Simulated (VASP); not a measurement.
A run of VASP 6.6.1 is set up as follows.

File INCAR:

```
SYSTEM = Ir
PREC     = Accurate       ! precision mode
ENCUT    = 520            ! plane-wave cutoff, eV
EDIFF    = 1E-6           ! SCF threshold, eV
ISMEAR   = -1             ! smearing method
SIGMA    = 0.1            ! smearing width, eV
LREAL    = .False.        ! projectors in reciprocal space
LASPH    = .True.         ! aspherical terms in the spheres
NELM     = 80             ! most SCF steps
ALGO     = Normal         ! electronic algorithm
ISIF     = 2              ! what is computed and relaxed
LWAVE    = .False.        ! write WAVECAR
LCHARG   = .True.         ! write CHGCAR
GGA      = RE             ! functional
LELF     = .True.         ! ELF
LVHAR    = .True.       
NBANDS   = 10             ! bands
```

File KPOINTS:

```
Automatic mesh
0
Gamma
  23 23 23
  0 0 0
```

The input POSCAR:

```
Ir
1.0
   -1.5606404450      1.5606404450      1.5606404450
    1.5606404450     -1.5606404450      1.5606404450
    1.5606404450      1.5606404450     -1.5606404450
Ir
1
Direct
    0.0000000000      0.0000000000      0.0000000000
```

Potentials or basis: VASP PAW PBE potentials, release 64 (Ir).

Launch:

```sh
$ cat potpaw_PBE.64/Ir/POTCAR > POTCAR
$ mpirun -np 1 vasp_std > vasp.out
```

(1) Predict the pressure.

## Answers

(1) 0.5 GPa.

Caveat: the PAW data sets were made with another functional, which shifts forces and pressure a little.
